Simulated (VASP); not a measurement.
Input of a VASP 6.6.1 run:

INCAR

```
SYSTEM = CaInH
ALGO = Normal
EDIFF = 1E-6
ENCUT = 520
GGA = PE
ISIF = 2
ISMEAR = 0
LASPH = .TRUE.
LCHARG = .FALSE.
LREAL = .FALSE.
LWAVE = .FALSE.
NBANDS = 19
NELM = 100
PREC = Accurate
SIGMA = 0.1
```

KPOINTS

```
k-points
0
G
  10 10 12
  0 0 0
```

The input POSCAR:

```
CaInH
1.0
    4.7208880674      0.0000000000      0.0000000000
    0.0000000000      4.7208880674      0.0000000000
    0.0000000000      0.0000000000      4.1074395677
Ca In H
1 1 1
Direct
    0.5000000000      0.5000000000      0.5000000000
    0.0000000000      0.0000000000      0.5000000000
    0.5000000000      0.5000000000      0.0000000000
```

Potentials or basis: VASP PAW PBE potentials, release 64 (Ca_sv, In_d, H).

Launch:

```console
$ cat potpaw_PBE.64/Ca_sv/POTCAR potpaw_PBE.64/In_d/POTCAR potpaw_PBE.64/H/POTCAR > POTCAR
$ mpirun -np 1 vasp_std > vasp.out
```

**Question.** Estimate the band gap on the k mesh.

**Answer.** Zero (band 12 reaches 3.42 eV, above the bottom of band 13 at 0.95 eV).

**Question.** Estimate the pressure.

**Answer.** 0.0 GPa.

Caveat: spin-orbit coupling is left out, which moves the levels of the heavy elements.
